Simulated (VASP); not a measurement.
# TePb (Fm-3m) in VASP: settings compared, part 2 of 2

VASP 6.6.1.

### 3 Single point, PBE, non-collinear spin, zero start, spin-orbit coupling

This run uses another cell than the first one, of 35.37 Å³/atom, 1.049 times its volume.

File INCAR:

```
  PREC = Accurate
  ENCUT = 520
  EDIFF = 1E-7
  ISMEAR = -1
  SIGMA = 0.05
  LREAL = False
  LASPH = True
  NELM = 150
  ALGO = Normal
  ISIF = 2
  LWAVE = False
  LCHARG = True
  MAGMOM = 0 0 0 0 0 0
  LORBIT = 11
  LSORBIT = True
  GGA_COMPAT = False
  LORBMOM = True
  GGA = PE
  LVHAR = True
  NBANDS = 32
```

File KPOINTS:

```
Automatic mesh
0
Gamma
  5 5 5
```

File POSCAR:

```
TePb
1.0
    0.0000000000      3.2824175321      3.2824175321
    3.2824175321      0.0000000000      3.2824175321
    3.2824175321      3.2824175321      0.0000000000
Pb Te
1 1
Direct
    0.0000000000      0.0000000000      0.0000000000
    0.5000000000      0.5000000000      0.5000000000
```

Potentials or basis: VASP PAW PBE potentials, release 64 (Pb_d, Te).

Command:

```bash
cat potpaw_PBE.64/Pb_d/POTCAR potpaw_PBE.64/Te/POTCAR > POTCAR
mpirun -np 1 vasp_ncl > vasp.out
```

OUTCAR:

```text
PREC = Accurate
   ENCUT = 520
   EDIFF = 1E-7
   ISMEAR = -1
   LREAL = False
   LASPH = True
   NELM = 150
   ISIF = 2
   LORBIT = 11
   LSORBIT = True
   GGA = PE

 ion  position               nearest neighbor table
   1  0.000  0.000  0.000-   2 3.28   2 3.28   2 3.28   2 3.28   2 3.28   2 3.28
   2  0.500  0.500  0.500-   1 3.28   1 3.28   1 3.28   1 3.28   1 3.28   1 3.28

  LATTYP: Found a face centered cubic cell.
 ALAT       =     6.5648350642

  Lattice vectors:

 A1 = (   0.0000000000,   3.2824175321,   3.2824175321)
 A2 = (   3.2824175321,   0.0000000000,   3.2824175321)
 A3 = (   3.2824175321,   3.2824175321,   0.0000000000)

Analysis of symmetry for initial positions (statically):
=====================================================================
 Subroutine PRICEL returns:
 Original cell was already a primitive cell.

 Routine SETGRP: Setting up the symmetry group for a
 face centered cubic supercell.

 Subroutine GETGRP returns: Found 48 space group operations
[... 9 lines left out ...]

 Routine SETGRP: Setting up the symmetry group for a
 face centered cubic supercell.

 Subroutine GETGRP returns: Found 48 space group operations
 (whereof 48 operations were pure point group operations)
 out of a pool of 48 trial point group operations.

The dynamic configuration has the point symmetry O_h .

Analysis of structural, dynamic, and magnetic symmetry:
=====================================================================
 Subroutine PRICEL returns:
 Original cell was already a primitive cell.

 Routine SETGRP: Setting up the symmetry group for a
 face centered cubic supercell.

 Subroutine GETGRP returns: Found 48 space group operations
 (whereof 48 operations were pure point group operations)
 out of a pool of 48 trial point group operations.

The overall configuration has the point symmetry O_h .

 Subroutine INISYM returns: Found 48 space group operations
[... 5 lines left out ...]
                                     Primitive cell

  volume of cell :      70.7313

  direct lattice vectors                    reciprocal lattice vectors
     0.000000000  3.282417532  3.282417532    -0.152326752  0.152326752  0.152326752
     3.282417532  0.000000000  3.282417532     0.152326752 -0.152326752  0.152326752
     3.282417532  3.282417532  0.000000000     0.152326752  0.152326752 -0.152326752

  length of vectors
     4.642039391  4.642039391  4.642039391     0.263837673  0.263837673  0.263837673

  position of ions in fractional coordinates (direct lattice)
     0.000000000  0.000000000  0.000000000
     0.500000000  0.500000000  0.500000000

  ion indices of the primitive-cell ions
   primitive index   ion index
                 1           1
                 2           2

----------------------------------------------------------------------------------------

 KPOINTS: Automatic mesh

Automatic generation of k-mesh.
 Grid dimensions read from file:
 generate k-points for:    5    5    5
[... 454 lines left out ...]
     32      15.0271      0.00000

------------------------ aborting loop because EDIFF is reached ----------------------------------------

  FORCE on cell =-STRESS in cart. coord.  units (eV):
  Direction    XX          YY          ZZ          XY          YZ          ZX
  --------------------------------------------------------------------------------------
  -------------------------------------------------------------------------------------
  Total        0.0040753      0.0040753      0.0040753      0.0000000      0.0000000      0.0000000
  in kB        0.0923123      0.0923123      0.0923123      0.0000000      0.0000000      0.0000000
  external PRESSURE =       0.0923123 kB  Pullay stress =       0.0000000 kB

 VOLUME and BASIS-vectors are now :
 -----------------------------------------------------------------------------
  energy-cutoff  :      520.00
  volume of cell :       70.73
      direct lattice vectors                 reciprocal lattice vectors
     0.000000000  3.282417532  3.282417532    -0.152326752  0.152326752  0.152326752
     3.282417532  0.000000000  3.282417532     0.152326752 -0.152326752  0.152326752
     3.282417532  3.282417532  0.000000000     0.152326752  0.152326752 -0.152326752

 POSITION                                       TOTAL-FORCE (eV/Angst)
 -----------------------------------------------------------------------------------
      0.00000      0.00000      0.00000        -0.000000     -0.000000     -0.000000
      3.28242      3.28242      3.28242         0.000000      0.000000      0.000000
 -----------------------------------------------------------------------------------
    total drift:                               -0.000000      0.000000      0.000000

  FREE ENERGIE OF THE ION-ELECTRON SYSTEM (eV)
  ---------------------------------------------------
  free  energy   TOTEN  =        -8.0435734758 eV

  energy  without entropy=       -8.0430496870  energy(sigma->0) =       -8.04331158

 orbital moment (x)

 # of ion     p       d       tot
 ----------------------------------------
  1         0.000   0.000   0.000
  2         0.000  -0.000  -0.000
 ----------------------------------------
            0.000   0.000   0.000

 orbital moment (y)

 # of ion     p       d       tot
 ----------------------------------------
  1         0.000  -0.000  -0.000
  2         0.000   0.000   0.000
 ----------------------------------------
            0.000  -0.000  -0.000

 orbital moment (z)

 # of ion     p       d       tot
 ----------------------------------------
  1         0.000   0.000   0.000
  2         0.000   0.000   0.000
 ----------------------------------------
            0.000   0.000   0.000

 Spin-Orbit-Coupling matrix elements

 Ion:    1  E_soc:     -0.8797188
 l=   1
     0.0000000    -0.0793526    -0.0793526
    -0.0793526     0.0000000    -0.0793526
    -0.0793526    -0.0793526     0.0000000
 l=   2
     0.0000000    -0.0134275     0.0000000    -0.0134275    -0.0538397
    -0.0134275     0.0000000    -0.0403798    -0.0134275    -0.0134599
     0.0000000    -0.0403798     0.0000000    -0.0403798     0.0000000
    -0.0134275    -0.0134275    -0.0403798     0.0000000    -0.0134599
    -0.0538397    -0.0134599     0.0000000    -0.0134599     0.0000000
 l=   3
     0.0000000     0.0000000     0.0000000     0.0000000     0.0000000     0.0000000     0.0000000
     0.0000000     0.0000000     0.0000000     0.0000000     0.0000000     0.0000000     0.0000000
     0.0000000     0.0000000     0.0000000     0.0000000     0.0000000     0.0000000     0.0000000
     0.0000000     0.0000000     0.0000000     0.0000000     0.0000000     0.0000000     0.0000000
     0.0000000     0.0000000     0.0000000     0.0000000     0.0000000     0.0000000     0.0000000
     0.0000000     0.0000000     0.0000000     0.0000000     0.0000000     0.0000000     0.0000000
     0.0000000     0.0000000     0.0000000     0.0000000     0.0000000     0.0000000     0.0000000

 Ion:    2  E_soc:     -0.2072180
 l=   1
     0.0000000    -0.0345602    -0.0345602
    -0.0345602     0.0000000    -0.0345602
    -0.0345602    -0.0345602     0.0000000
 l=   2
     0.0000000    -0.0000089     0.0000000    -0.0000089     0.0000328
    -0.0000089     0.0000000     0.0000246    -0.0000089     0.0000082
     0.0000000     0.0000246     0.0000000     0.0000246     0.0000000
    -0.0000089    -0.0000089     0.0000246     0.0000000     0.0000082
     0.0000328     0.0000082     0.0000000     0.0000082     0.0000000
 l=   3
     0.0000000     0.0000000     0.0000000     0.0000000     0.0000000     0.0000000     0.0000000
     0.0000000     0.0000000     0.0000000     0.0000000     0.0000000     0.0000000     0.0000000
     0.0000000     0.0000000     0.0000000     0.0000000     0.0000000     0.0000000     0.0000000
     0.0000000     0.0000000     0.0000000     0.0000000     0.0000000     0.0000000     0.0000000
     0.0000000     0.0000000     0.0000000     0.0000000     0.0000000     0.0000000     0.0000000
     0.0000000     0.0000000     0.0000000     0.0000000     0.0000000     0.0000000     0.0000000
     0.0000000     0.0000000     0.0000000     0.0000000     0.0000000     0.0000000     0.0000000

 total charge

# of ion       s       p       d       tot
------------------------------------------
    1        1.452   0.578   9.831  11.861
    2        1.378   1.978   0.016   3.372
--------------------------------------------------
tot          2.830   2.556   9.847  15.233

 magnetization (x)

# of ion       s       p       d       tot
------------------------------------------
    1        0.000   0.000  -0.000  -0.000
    2       -0.000  -0.000   0.000  -0.000
--------------------------------------------------
tot         -0.000  -0.000  -0.000  -0.000

 magnetization (y)

# of ion       s       p       d       tot
------------------------------------------
    1        0.000  -0.000  -0.000  -0.000
    2       -0.000  -0.000   0.000  -0.000
--------------------------------------------------
tot          0.000  -0.000  -0.000  -0.000

 magnetization (z)

# of ion       s       p       d       tot
------------------------------------------
    1       -0.000  -0.000   0.000  -0.000
    2       -0.000  -0.000  -0.000  -0.000
--------------------------------------------------
tot         -0.000  -0.000  -0.000  -0.000
```

stdout:

```text
POSCAR found type information on POSCAR PbTe
 POSCAR found :  2 types and       2 ions
 scaLAPACK will be used
 LDA part: xc-table for (Slater+PW92), standard interpolation
 POSCAR, INCAR and KPOINTS ok, starting setup
 FFT: planning ... GRIDC
 FFT: planning ... GRID_SOFT
 FFT: planning ... GRID
 WAVECAR not read
 entering main loop
```

Run time: 2.3 min. Hardware: 1 thread of Intel Xeon 8259CL, shared host; peak memory 0.39 GiB.

Results:

| Item | Value |
| --- | --- |
| Free energy | -8.0436 eV |
| Pressure | 0.0 GPa |
| Net moment | 0.00 μB per cell |
| Valence electrons inside the program's atomic spheres | Pb 11.86; Te 3.37 |

Moments on the atoms (μB; x, y, z):
```
Pb  0.00 0.00 0.00
Te  0.00 0.00 0.00
```

Caveat: this odd mesh misses L, where the gap lies, so gap, dielectric constants and Born charges aren't listed.

### 4 Relaxation of cell and atoms, PBE, non-collinear spin, zero start, spin-orbit coupling

File INCAR:

```
SYSTEM = TePb
ALGO = Normal
EDIFF = 1E-7
EDIFFG = -0.01
ENCUT = 600
GGA = PE
GGA_COMPAT = .FALSE.
IBRION = 2
ISIF = 3
ISMEAR = -1
LASPH = .TRUE.
LCHARG = .FALSE.
LORBIT = 11
LORBMOM = .TRUE.
LREAL = .FALSE.
LSORBIT = .TRUE.
LWAVE = .FALSE.
MAGMOM = 0 0 0 0 0 0
NELM = 150
NSW = 80
PREC = Accurate
SIGMA = 0.05
```

File KPOINTS:

```
k-points
0
G
  5 5 5
  0 0 0
```

File POSCAR:

```
TePb
1.0
    0.0000000000      3.2310000000      3.2310000000
    3.2310000000      0.0000000000      3.2310000000
    3.2310000000      3.2310000000      0.0000000000
Pb Te
1 1
Direct
    0.0000000000      0.0000000000      0.0000000000
    0.5000000000      0.5000000000      0.5000000000
```

Command:

```bash
cat potpaw_PBE.64/Pb_d/POTCAR potpaw_PBE.64/Te/POTCAR > POTCAR
mpirun -np 1 vasp_ncl > vasp.out
```

Run time: 6.8 min. Hardware: 1 thread of Intel Xeon 8259CL, shared host; peak memory 0.5 GiB.

Results (log left out):

```yaml
Free_energy: -8.0433 eV
Relaxed_volume: 35.39 Å³/atom
Relaxed_cell: a = 4.643 Å, b = 4.643 Å, c = 4.643 Å, α = 60.00°, β = 60.00°, γ = 60.00°
Space_group_after_relaxing_to_0.05_Å: Fm-3m (No. 225)
Energy_gained_by_relaxing: 10.0 meV/atom
Ionic_steps: 3
Pressure_after_relaxing: 0.0 GPa
Net_moment: 0.00 μB per cell
Valence_electrons_inside_the_program's_atomic_spheres: Pb 11.86; Te 3.37
```

Step by step:
| step | energy change (eV) | largest force (eV/Å) | pressure (GPa) | volume (Å³) |
| --- | --- | --- | --- | --- |
| 1 | 0.0000 | 0.0000 | 2.01 | 67.46 |
| 2 | -0.0186 | 0.0000 | -0.46 | 71.67 |
| 3 | -0.0199 | 0.0000 | 0.01 | 70.77 |

Final structure:
```
Pb Te
1.0
     0.00000    3.28304    3.28304
     3.28304    0.00000    3.28304
     3.28304    3.28304    0.00000
Pb Te
1 1
Direct
  0.00000 0.00000 0.00000
  0.50000 0.50000 0.50000
```

Moments on the atoms (μB; x, y, z):
```
Pb  0.00 0.00 0.00
Te  0.00 0.00 0.00
```

Caveat: this odd mesh misses L, where the gap lies, so gap, dielectric constants and Born charges aren't listed.

### 5 Single point, LDA (volume scaled by 0.88)

File INCAR:

```
SYSTEM = TePb
PREC = Accurate
ENCUT = 520
EDIFF = 1E-6
ISMEAR = 1
SIGMA = 0.01
LREAL = .FALSE.
LASPH = .TRUE.
NELM = 100
ALGO = Normal
ISIF = 2
LWAVE = .FALSE.
LCHARG = .FALSE.
GGA = CA
NBANDS = 17
```

File KPOINTS:

```
Automatic mesh
0
G
  7 7 7
  0 0 0
```

File POSCAR:

```
TePb
1.0
    0.0000000000      3.0962155116      3.0962155116
    3.0962155116      0.0000000000      3.0962155116
    3.0962155116      3.0962155116      0.0000000000
Pb Te
1 1
Direct
    0.0000000000      0.0000000000      0.0000000000
    0.5000000000      0.5000000000      0.5000000000
```

Potentials or basis: VASP PAW LDA potentials, release 64 (Pb_d, Te).

Command:

```bash
cat potpaw_LDA.64/Pb_d/POTCAR potpaw_LDA.64/Te/POTCAR > POTCAR
mpirun -np 1 vasp_std > vasp.out
```

Run time: 35 s. Hardware: 1 thread of AMD EPYC 7R13, shared host; peak memory 0.15 GiB.

Results (log left out):

```yaml
Free_energy: -8.6876 eV
Pressure: 5.4 GPa
```

Levels at points of the mesh, in eV from the Fermi level:
| k point | band 6 | band 7 | band 8 | band 9 | band 10 | band 11 | band 12 | band 13 | band 14 | band 15 |
| --- | --- | --- | --- | --- | --- | --- | --- | --- | --- | --- |
| (0.00, 0.00, 0.00) | -13.13 | -5.24 | -1.79 | -1.79 | -1.79 | 4.19 | 4.19 | 4.19 | 5.55 | 5.55 |

Caveat: the cell differs from its parent crystal (volume scaled by 0.88); this odd mesh misses L, where the gap lies, so gap, dielectric constants and Born charges aren't listed; spin-orbit coupling is left out, which moves the levels of the heavy elements.

### 6 Overview

```csv
task,level,potentials or basis,spin,cell,k mesh,cutoff (eV),smearing,pressure (GPa),moment (μB),relaxed volume (Å³/atom)
relaxation of cell and atoms,PBE,"VASP PAW PBE potentials, release 64 (Pb_d, Te)",off,"relaxed from a = 4.569 Å, angles 60.0°, 2 atoms",5 × 5 × 5,600,fermi-dirac 0.05 eV,0.0,-,35.41
single point,PBE,"VASP PAW PBE potentials, release 64 (Pb_d, Te)","non-collinear, zero start, SOC","a = 4.642 Å, angles 60.0°, 2 atoms",5 × 5 × 5,520,fermi-dirac 0.05 eV,0.0,0.00,-
relaxation of cell and atoms,PBE,"VASP PAW PBE potentials, release 64 (Pb_d, Te)","non-collinear, zero start, SOC","relaxed from a = 4.569 Å, angles 60.0°, 2 atoms",5 × 5 × 5,600,fermi-dirac 0.05 eV,0.0,0.00,35.39
single point,LDA,"VASP PAW LDA potentials, release 64 (Pb_d, Te)",off,"a = 4.379 Å, angles 60.0°, 2 atoms",7 × 7 × 7,520,methfessel-paxton 0.01 eV,5.4,-,-
```

Caveats: spin-orbit coupling is left out, which moves the levels of the heavy elements (some runs).

Total energies depend on the potentials used, so only differences within one code and one set of settings carry meaning.
